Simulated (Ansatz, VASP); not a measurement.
# Two plane-wave programs on Zn24S23

```
Zn S
1.0
    -7.68813    0.00000   -6.30464
     3.84407    6.65812   -6.30464
     3.84407   -6.65812   -6.30464
Zn S
24 23
Direct
  0.81986 0.48653 0.65320
  0.49741 0.16407 0.33074
  0.66792 0.33307 0.00403
  0.17069 0.33458 0.49974
  0.66640 0.83736 0.50125
  0.33553 0.49910 0.16790
  0.99862 0.16529 0.83118
  0.83243 0.00124 0.16886
  0.49862 0.66451 0.83196
  0.33457 0.00220 0.66576
  0.99785 0.66529 0.33196
  0.16655 0.83322 0.99989
  0.52499 0.33761 0.65203
  0.16263 0.00276 0.33467
  0.33609 0.16800 0.99596
  0.81869 0.19166 0.50428
  0.33376 0.66913 0.49973
  0.00247 0.33307 0.16709
  0.66640 0.00043 0.83580
  0.50134 0.82930 0.16942
  0.16563 0.49838 0.82914
  0.99581 0.83230 0.66504
  0.67094 0.48536 0.35832
  0.83171 0.66247 0.99896
  0.37353 0.04020 0.20686
  0.54657 0.21336 0.87082
  0.03748 0.21323 0.38003
  0.54670 0.70415 0.37990
  0.21035 0.37596 0.03999
  0.87051 0.04644 0.70331
  0.70930 0.87333 0.04369
  0.37977 0.53665 0.70384
  0.20666 0.87702 0.54263
  0.86998 0.53717 0.21311
  0.04115 0.70782 0.87449
  0.38198 0.21175 0.54166
  0.04088 0.87504 0.20922
  0.20838 0.04255 0.87422
  0.70833 0.04865 0.37841
  0.20867 0.54389 0.37484
  0.87723 0.20817 0.04200
  0.54151 0.87534 0.71056
  0.37589 0.70755 0.04171
  0.03594 0.37486 0.70392
  0.87058 0.70261 0.54152
  0.54508 0.37499 0.21532
  0.70819 0.53725 0.86928
```

Change from the starting cell: S vacancy (site b), charge +0, atoms relaxed at the host's cell.

Alike in both runs: functional PBE; k mesh 1 × 1 × 1; occupations gaussian, width 0.01 eV; no spin polarisation.

Ansatz relaxed the structure, and its values are those at the end. VASP's run is a single point on that final structure, the one shown.

|  | VASP | Ansatz |
| --- | --- | --- |
| version | VASP 6.6.1 | Ansatz 0.2.0 |
| potentials or method | VASP PAW PBE potentials, release 64 (Zn, S), cutoff 400 eV | scalar-relativistic, plane waves, PAW |
| valence electrons in the cell | 426 | 426 |

Ansatz gave:

* gap on the k mesh at the Fermi level (eV): 2.55
* least direct gap on the mesh (eV): 2.55
* rms of the force components (eV/Å): 0.002

Q: What did VASP give for the same quantities?

A: gap on the k mesh at the Fermi level (eV): 2.56; least direct gap on the mesh (eV): 2.56; rms of the force components (eV/Å): 0.004.
